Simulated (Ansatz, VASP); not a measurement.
Si4B: VASP beside Ansatz

```
Si B
1.0
     4.92314    0.00000    0.00000
    -2.46157    4.26357    0.00000
     0.00000    0.00000    3.91112
Si B
4 1
Direct
  0.50000 0.00000 0.00000
  0.00000 0.50000 0.00000
  0.50000 0.50000 0.00000
  0.00000 0.00000 0.50000
  0.00000 0.00000 0.00000
```

Alike in both runs: functional PBE; k mesh 6 × 6 × 4; occupations gaussian, width 0.1 eV; no spin polarisation.

Ansatz relaxed the structure, and its values are those at the end. VASP's run is a single point on that final structure, the one shown.

```csv
,VASP,Ansatz
version,VASP 6.6.1,Ansatz 0.2.0
potentials or method,"VASP PAW PBE potentials, release 64 (Si, B), cutoff 520 eV","scalar-relativistic, plane waves, PAW"
valence electrons in the cell,19,19
```

VASP gave:

- gap on the k mesh at the Fermi level (eV): none
- pressure (GPa): 0.0

What did Ansatz give for the same quantities?

gap on the k mesh at the Fermi level (eV): none; pressure (GPa): 0.1.

A gap of «none» marks a metal or a gap that the smearing closes. The functional is the same, so the differences come from potentials, cutoffs and numerics.

The k mesh is coarse, so the values compare programs but aren't converged.
